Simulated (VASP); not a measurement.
# Lu3F2 (P-4m2) in VASP: further runs, part 2 of 2

VASP 6.6.1.

### Step 4. Relaxation of cell and atoms, PBE

Contents of INCAR:

```
SYSTEM = Lu3F2
PREC = Accurate
ENCUT = 600
EDIFF = 1E-6
ISMEAR = 0
SIGMA = 0.1
LREAL = .False.
LASPH = .True.
NELM = 60
ALGO = Normal
ISIF = 3
LWAVE = .False.
LCHARG = .False.
GGA = PE
IBRION = 2
NSW = 90
EDIFFG = -0.04
```

Contents of KPOINTS:

```
Automatic mesh
0
Gamma
  6 6 4
  0 0 0
```

Contents of POSCAR:

```
Lu3F2
1.0
    3.4827449700      0.0000000000      0.0000000000
    0.0000000000      3.4827449700      0.0000000000
    0.0000000000      0.0000000000      7.1189375800
Lu F
3 2
Direct
    0.0000000000      0.5000000000      0.3652538100
    0.5000000000      0.0000000000      0.6347461900
    0.5000000000      0.5000000000      0.0000000000
    0.5000000000      0.0000000000      0.2621575700
    0.0000000000      0.5000000000      0.7378424300
```

The run is started by

```sh
$ cat potpaw_PBE.64/Lu/POTCAR potpaw_PBE.64/F/POTCAR > POTCAR
$ mpirun -np 1 vasp_std > vasp.out
```

Wall time 39 min (1 thread of AMD EPYC 7R43 (Zen 3), shared host); peak memory 0.27 GiB.

The run converged. Its results:

| Item | Value |
| --- | --- |
| Free energy | -24.3678 eV |
| Relaxed volume | 19.95 Å³/atom |
| Relaxed cell | a = 3.367 Å, b = 3.367 Å, c = 8.798 Å, α = 90.00°, β = 90.00°, γ = 90.00° |
| Space group after relaxing (to 0.1 Å) | P-4m2 (No. 115) |
| Energy gained by relaxing | 291.4 meV/atom |
| Ionic steps | 14 |
| Pressure after relaxing | 0.0 GPa |
| Largest force after relaxing | 0.019 eV/Å |
| Band gap on the k mesh | zero (an odd number of electrons rules out a gap without spin polarisation) |

Forces in eV/Å, atoms in the order of the input:
```
Lu   0.000  0.000 -0.018
Lu   0.000  0.000  0.018
Lu   0.000  0.000  0.000
F    0.000  0.000 -0.019
F    0.000  0.000  0.019
```

The path:
```tsv
step	energy change (eV)	largest force (eV/Å)	pressure (GPa)	volume (Å³)
1	0.0000	0.4106	13.02	86.35
2	-1.0747	0.2884	-1.65	104.79
3	-1.0811	0.2518	-3.22	108.05
4	-1.0833	0.2615	-2.78	107.18
5	-1.3357	0.1482	-1.94	104.14
6	-1.4539	0.0781	-0.61	100.75
7	-1.4554	0.0614	-0.39	100.23
8	-1.4555	0.0662	-0.31	100.38
9	-1.4568	0.0467	-0.09	99.74
10	-1.4564	0.0326	0.26	99.24
11	-1.4568	0.0412	0.13	99.55
12	-1.4568	0.0436	0.11	99.62
13	-1.4568	0.0460	0.06	99.70
14	-1.4571	0.0194	0.03	99.73
```

Final structure:
```
CELL_PARAMETERS angstrom
3.36695 0.00000 0.00000
0.00000 3.36695 0.00000
0.00000 0.00000 8.79768
ATOMIC_POSITIONS crystal
Lu 0.00000 0.50000 0.35935
Lu 0.50000 0.00000 0.64065
Lu 0.50000 0.50000 0.00000
F 0.50000 0.00000 0.25511
F 0.00000 0.50000 0.74489
```

Levels at points of the mesh, in eV from the Fermi level:
| k point | band 43 | band 44 | band 45 | band 46 | band 47 | band 48 |
| --- | --- | --- | --- | --- | --- | --- |
| (0.00, 0.00, 0.00) | -2.25 | -0.88 | -0.78 | -0.14 | 0.45 | 1.20 |
| (0.50, 0.00, 0.00) | -1.09 | -0.95 | -0.39 | 1.06 | 1.15 | 1.58 |
| (0.50, 0.50, 0.00) | -0.27 | 0.06 | 0.14 | 0.14 | 1.05 | 1.05 |
| (0.00, 0.00, 0.50) | -3.53 | -0.81 | -0.44 | -0.23 | 0.48 | 1.16 |
| (0.50, 0.00, 0.50) | -1.12 | -1.02 | -0.40 | 1.08 | 1.16 | 1.79 |
| (0.50, 0.50, 0.50) | -0.23 | -0.23 | -0.16 | -0.09 | 1.77 | 1.77 |

Caveat: the volume moved by over 15 % at a fixed basis, so the end points are rough; spin-orbit coupling is left out, which moves the levels of the heavy elements; an odd number of electrons without spin polarisation forces a metal; a magnetic or distorted state may lie lower.

### Step 5. Single point, PBE

This run uses another cell than the first one, of 20.31 Å³/atom.

Contents of INCAR:

```
SYSTEM = Lu3F2
PREC = Accurate
ENCUT = 520
EDIFF = 1E-7
ISMEAR = 0
SIGMA = 0.1
LREAL = .FALSE.
LASPH = .TRUE.
NELM = 80
ALGO = Normal
ISIF = 2
LWAVE = .FALSE.
LCHARG = .TRUE.
GGA = PE
LELF = .TRUE.
LVHAR = .TRUE.
NBANDS = 52
```

Contents of KPOINTS:

```
regular mesh
0
G
  12 12 4
  0 0 0
```

Contents of POSCAR:

```
Lu3F2
1.0
    3.3442772288      0.0000000000      0.0000000000
    0.0000000000      3.3442772288      0.0000000000
    0.0000000000      0.0000000000      9.0791816506
Lu F
3 2
Direct
    0.0000000000      0.5000000000      0.3599338598
    0.5000000000      0.0000000000      0.6400661402
    0.5000000000      0.5000000000      0.0000000000
    0.5000000000      0.0000000000      0.2643464095
    0.0000000000      0.5000000000      0.7356535905
```

The run is started by

```sh
$ cat potpaw_PBE.64/Lu/POTCAR potpaw_PBE.64/F/POTCAR > POTCAR
$ mpirun -np 1 vasp_std > vasp.out
```

Wall time 10 min (1 thread of AMD EPYC 7R43 (Zen 3), shared host); peak memory 0.43 GiB.

It converged, with:

* Free energy: -24.4217 eV
* Pressure: 0.1 GPa
* Largest force: 0.012 eV/Å
* Band gap on the k mesh: zero (an odd number of electrons rules out a gap without spin polarisation)

Forces in eV/Å, atoms in the order of the input:
```
Lu   0.000  0.000  0.001
Lu   0.000  0.000 -0.001
Lu   0.000  0.000  0.000
F    0.000  0.000 -0.012
F    0.000  0.000  0.012
```

Stress tensor (GPa, compression positive):
```
0.17 0.00 0.00
0.00 0.17 0.00
0.00 0.00 0.04
```

Levels at points of the mesh, in eV from the Fermi level:
```tsv
k point	band 43	band 44	band 45	band 46	band 47	band 48
(0.00, 0.00, 0.00)	-2.44	-0.88	-0.83	-0.10	0.30	1.11
(0.50, 0.00, 0.00)	-1.05	-0.96	-0.46	0.93	1.05	1.51
(0.50, 0.50, 0.00)	-0.25	0.03	0.25	0.25	1.09	1.09
(0.00, 0.00, 0.50)	-3.52	-0.83	-0.45	-0.23	0.38	1.13
(0.50, 0.00, 0.50)	-1.09	-1.04	-0.46	0.95	1.05	1.80
(0.50, 0.50, 0.50)	-0.14	-0.11	-0.11	-0.08	1.82	1.82
```

Caveat: spin-orbit coupling is left out, which moves the levels of the heavy elements; an odd number of electrons without spin polarisation forces a metal; a magnetic or distorted state may lie lower.

### Step 6. Overview

```csv
task,cell,k mesh,cutoff (eV),gap on the mesh (eV),pressure (GPa),largest force (eV/Å)
single point,"a = 3.483, b = 3.483, c = 7.119 Å, 5 atoms, atomic positions A",6 × 6 × 4,520,none,13.1,0.41
single point,"a = 3.351, b = 3.351, c = 8.991 Å, 5 atoms, atomic positions B",6 × 6 × 4,520,none,0.1,-
relaxation of cell and atoms,"relaxed from a = 3.483, b = 3.483, c = 7.119 Å, 5 atoms, atomic positions A",6 × 6 × 4,600,none,0.0,0.02
single point,"a = 3.344, b = 3.344, c = 9.079 Å, 5 atoms, atomic positions C",12 × 12 × 4,520,none,0.1,0.01
```

Alike in all rows: level PBE; potentials or basis VASP PAW PBE potentials, release 64 (Lu, F); no spin polarisation; smearing gaussian 0.1 eV.

Caveats: spin-orbit coupling is left out, which moves the levels of the heavy elements; an odd number of electrons without spin polarisation forces a metal; a magnetic or distorted state may lie lower; the stress differs along the axes, from 7 to 26 GPa (at least some runs); the volume moved by over 15 % at a fixed basis, so the end points are rough (at least some runs).

Total energies depend on the potentials used, so only differences within one code and one set of settings carry meaning.
